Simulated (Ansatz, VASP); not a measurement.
## MgI2: VASP beside Ansatz

```
Mg I
1.0
     0.00000    3.75572    3.68474
     3.75572    0.00000    3.68474
     3.75572    3.75572    0.00000
Mg I
1 2
Cartesian
  0.0000 0.0000 0.0000
  1.8779 1.8779 1.8424
  5.6336 5.6336 5.5271
```

Change from the starting cell: uniaxial_z strain -1.9%.

Alike in both runs: task single point; functional HSE06; k mesh 4 × 4 × 4; no spin polarisation.

|  | VASP | Ansatz |
| --- | --- | --- |
| version | VASP 6.6.1 | Ansatz 0.2.0 |
| potentials or method | VASP PAW PBE potentials, release 64 (Mg, I) | plane waves, PAW |
| plane-wave cutoff (eV) | 520 | 420 |
| occupations | gaussian, width 0.01 eV | fixed |
| valence electrons in the cell | 16 | 44 |

VASP gave:

```
gap on the k mesh at the Fermi level (eV)                     : 1.29
pressure (GPa)                                                : 0.0
traceless stress, the component that is largest in VASP (GPa) : 1.22
```

Estimate Ansatz's values.

gap on the k mesh at the Fermi level (eV): 1.35; pressure (GPa): 0.2; traceless stress, the component that is largest in VASP (GPa): 1.22.

VASP's potentials hold 16 valence electrons a cell and Ansatz's 44, so a difference there can come from the potentials and not from the codes. Ansatz's warnings: stress exchange threshold loose, stress scf threshold loose.

Spin-orbit coupling is off throughout.
